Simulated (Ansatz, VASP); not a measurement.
## Hf: VASP beside Ansatz

```
Hf
1.0
     3.20451    0.00000    0.00000
    -1.60225    2.77518    0.00000
     0.00000    0.00000    5.07382
Hf
2
Direct
  0.33333 0.66667 0.25000
  0.66667 0.33333 0.75000
```

Alike in both runs: task single point; functional PBE; k mesh 11 × 11 × 6; occupations methfessel-paxton of order 1, width 0.2 eV; no spin polarisation.

|  | VASP | Ansatz |
| --- | --- | --- |
| version | VASP 6.6.1 | Ansatz 0.2.0 |
| potentials or method | VASP PAW PBE potentials, release 64 (Hf_pv), cutoff 520 eV | plane waves (420 eV) with PAW, scalar-relativistic |
| valence electrons in the cell | 20 | 52 |

```tsv
	VASP	Ansatz	Ansatz less VASP
pressure (GPa)	-0.4	0.0	+0.44
traceless stress, the component that is largest in VASP (GPa)	-0.11	-0.05	+0.068
```

With one functional, cell and mesh, what is left measures potentials, basis and numerics. VASP's potentials hold 20 valence electrons a cell and Ansatz's 52, so a difference there can come from the potentials and not from the codes.

Spin-orbit coupling is off throughout.
